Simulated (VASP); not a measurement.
The system is Hf.

```
Hf
1.0
     4.89526    0.00000    0.00000
    -2.44763    4.23942    0.00000
     0.00000    0.00000    3.04452
Hf
3
Direct
  0.00000 0.00000 0.00000
  0.33333 0.66667 0.50000
  0.66667 0.33333 0.50000
```

Base run:

- Program: VASP 6.6.1
- Functional: r2SCAN
- Potentials or basis: VASP PAW PBE potentials, release 64 (Hf_pv)
- Cutoff: 520 eV
- k mesh: 6 × 6 × 9
- Occupations: fermi-dirac, width 0.05 eV
- Spin: no spin polarisation

Its results: band gap on the k mesh zero (band 15 reaches 5.45 eV, above the bottom of band 16 at 4.55 eV); pressure 5.1 GPa.

Problem. The run is repeated on the same cell with these changes: functional from r2SCAN to PBE; further incar settings from ALGO = Normal; EDIFF = 1e-06; NBANDS = 22 to ALGO = Normal; EDIFF = 1e-07; NBANDS = 22. What comes out?

Solution. Band gap on the k mesh zero (band 15 reaches 5.45 eV, above the bottom of band 16 at 4.55 eV); pressure 6.6 GPa.

Caveats: spin-orbit coupling is left out, which moves the levels of the heavy elements; the PAW data sets were made with another functional, which shifts forces and pressure a little (some runs).
